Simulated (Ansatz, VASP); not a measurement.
## Ba2SnF6 in VASP and in Ansatz

```
Ba Sn F
1.0
     0.00000    4.35413    4.35413
     4.35413    0.00000    4.35413
     4.35413    4.35413    0.00000
Ba Sn F
2 1 6
Direct
  0.25000 0.25000 0.25000
  0.75000 0.75000 0.75000
  0.50000 0.50000 0.50000
  0.23855 0.76145 0.76145
  0.76145 0.23855 0.23855
  0.76145 0.23855 0.76145
  0.23855 0.76145 0.23855
  0.76145 0.76145 0.23855
  0.23855 0.23855 0.76145
```

Alike in both runs: functional PBE; k mesh 6 × 6 × 6; occupations gaussian, width 0.02 eV; no spin polarisation.

Ansatz relaxed the structure, and its values are those at the end. VASP's run is a single point on that final structure, the one shown.

|  | VASP | Ansatz |
| --- | --- | --- |
| version | VASP 6.6.1 | Ansatz 0.2.0 |
| potentials or method | VASP PAW PBE potentials, release 64 (Ba_sv, Sn_d, F), cutoff 520 eV | scalar-relativistic, plane waves, PAW |
| valence electrons in the cell | 76 | 76 |

```tsv
	VASP	Ansatz	Ansatz less VASP
gap on the k mesh at the Fermi level (eV)	2.29	2.32	+0.032
least direct gap on the mesh (eV)	2.91	2.92	+0.010
pressure (GPa)	0.2	0.0	-0.25
rms of the force components (eV/Å)	0.005	0.000	-0.0054
```

The functional is the same, so the differences come from potentials, cutoffs and numerics.

Spin-orbit coupling is off throughout.
